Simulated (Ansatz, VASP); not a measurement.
# MgZn5O6 in VASP and in Ansatz

```
CELL_PARAMETERS angstrom
3.05503 0.00000 0.00000
0.00000 3.05503 0.00000
0.00000 0.00000 12.94587
ATOMIC_POSITIONS crystal
Mg 0.50000 0.50000 0.00000
Zn 0.00000 0.00000 0.83381
Zn 0.00000 0.00000 0.16619
Zn 0.50000 0.50000 0.33211
Zn 0.00000 0.00000 0.50000
Zn 0.50000 0.50000 0.66789
O 0.00000 0.00000 0.00000
O 0.50000 0.50000 0.16458
O 0.00000 0.00000 0.33246
O 0.50000 0.50000 0.50000
O 0.00000 0.00000 0.66754
O 0.50000 0.50000 0.83542
```

Alike in both runs: functional PBE; k mesh 6 × 6 × 2; occupations gaussian, width 0.1 eV; no spin polarisation.

Ansatz relaxed the structure, and its values are those at the end. VASP's run is a single point on that final structure, the one shown.

|  | VASP | Ansatz |
| --- | --- | --- |
| version | VASP 6.6.1 | Ansatz 0.2.0 |
| potentials or method | VASP PAW PBE potentials, release 64 (Mg, Zn, O), cutoff 520 eV | scalar-relativistic, plane waves, PAW |
| valence electrons in the cell | 98 | 106 |

|  | VASP | Ansatz | Ansatz less VASP |
| --- | --- | --- | --- |
| gap on the k mesh at the Fermi level (eV) | 0.97 | 1.00 | +0.029 |
| least direct gap on the mesh (eV) | 2.10 | 2.12 | +0.024 |
| pressure (GPa) | 0.6 | 0.0 | -0.65 |
| rms of the force components (eV/Å) | 0.010 | 0.001 | -0.0096 |

With one functional, cell and mesh, what is left measures potentials, basis and numerics. VASP's potentials hold 98 valence electrons a cell and Ansatz's 106, so a difference there can come from the potentials and not from the codes.
